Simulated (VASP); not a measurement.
A run of VASP 6.6.1 is set up as follows.

POSCAR

```
ZnO
1.0
    0.0000000000      2.1337703963      2.1337703963
    2.1337703963      0.0000000000      2.1337703963
    2.1337703963      2.1337703963      0.0000000000
Zn O
1 1
Direct
    0.0000000000      0.0000000000      0.0000000000
    0.5000000000      0.5000000000      0.5000000000
```

INCAR.step1

```
  PREC = Accurate
  ENCUT = 520
  EDIFF = 1E-5
  ISMEAR = 0
  SIGMA = 0.01
  LREAL = F
  LASPH = T
  NELM = 80
  ALGO = Normal
  ISIF = 2
  LWAVE = T
  LCHARG = F
  NBANDS = 16
  GGA = PE
```

Contents of INCAR.step2:

```
  PREC = Accurate
  ENCUT = 520
  EDIFF = 1E-6
  ISMEAR = 0
  SIGMA = 0.01
  LREAL = F
  LASPH = T
  NELM = 80
  ALGO = Normal
  ISIF = 2
  LWAVE = F
  LCHARG = F
  GGA = PE
  LHFCALC = T
  HFSCREEN = 0.2079
  PRECFOCK = Normal
  NBANDS = 16
  ISTART = 1
```

File KPOINTS:

```
regular mesh
0
Gamma
  4 4 4
```

Potentials or basis: VASP PAW PBE potentials, release 64 (Zn, O).

Launch:

```sh
$ cat potpaw_PBE.64/Zn/POTCAR potpaw_PBE.64/O/POTCAR > POTCAR
$ cp INCAR.step1 INCAR
$ mpirun -np 1 vasp_std > vasp.out
$ cp INCAR.step2 INCAR
$ mpirun -np 1 vasp_std > vasp.out
```

Predict the pressure.

2.4 GPa.

Estimate the band gap on the k mesh.

2.70 eV (least direct gap 3.94 eV).

Caveat: the k points lie up to 0.64 Å⁻¹ apart; the PAW data sets were made with another functional, which shifts forces and pressure a little. A k mesh can miss the band edges.
